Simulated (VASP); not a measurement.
A run of VASP 6.6.1:

INCAR

```
PREC = Accurate
ENCUT = 520
EDIFF = 1E-6
ISMEAR = 0
SIGMA = 0.15
LREAL = F
LASPH = T
NELM = 80
ALGO = Fast
ISIF = 2
LWAVE = F
LCHARG = F
GGA = PE
NBANDS = 18
```

The input KPOINTS:

```
regular mesh
0
Gamma
  20 20 12
```

The input POSCAR:

```
Cu
1.0
   -1.4732621048      1.4732621048      1.3819816208
    1.4732621048     -1.4732621048      1.3819816208
    2.9465242096      2.9465242096      0.0000000000
Cu
2
Direct
    0.0509575011     -0.0898147473      0.0000000000
    0.4490424989      0.5898147473      0.5000000000
```

Potentials or basis: VASP PAW PBE potentials, release 64 (Cu).

Launch:

```console
$ cat potpaw_PBE.64/Cu/POTCAR > POTCAR
$ mpirun -np 1 vasp_std > vasp.out
```

Hardware: 1 thread of Intel(R) Xeon(R) Platinum 8259CL CPU @ 2.50GHz (Skylake/Cascade Lake), on a shared host.

Problem. Estimate the wall time of this run.

Solution. It took 7.9 min on 1 thread of Intel(R) Xeon(R) Platinum 8259CL CPU @ 2.50GHz (Skylake/Cascade Lake), with other jobs on the host, peak memory 0.56 GiB. Counts: scf iterations 14, k points 1414.
